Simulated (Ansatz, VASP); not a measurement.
# ZnS: VASP beside Ansatz

```
CELL_PARAMETERS angstrom
2.62776 2.62776 0.00000
-2.62776 2.62776 0.00000
0.00000 2.62776 2.62776
ATOMIC_POSITIONS crystal
Zn 0.75000 0.25000 0.50000
S 0.00000 0.00000 0.00000
```

Alike in both runs: task single point; functional r2SCAN; k mesh 8 × 8 × 8; no spin polarisation.

|  | VASP | Ansatz |
| --- | --- | --- |
| version | VASP 6.6.1 | Ansatz 0.2.0 |
| potentials or method | VASP PAW PBE potentials, release 64 (Zn, S) | PAW with Ansatz's default frozen-core files, scalar-relativistic |
| plane-wave cutoff (eV) | 520 | 500 |
| occupations | gaussian, width 0.01 eV | fixed |
| valence electrons in the cell | 18 | 18 |

```csv
,VASP,Ansatz,Ansatz less VASP
gap on the k mesh at the Fermi level (eV),3.07,3.06,-0.018
pressure (GPa),7.0,7.0,-0.03
```

VASP's potentials were made for PBE, not for r2SCAN.
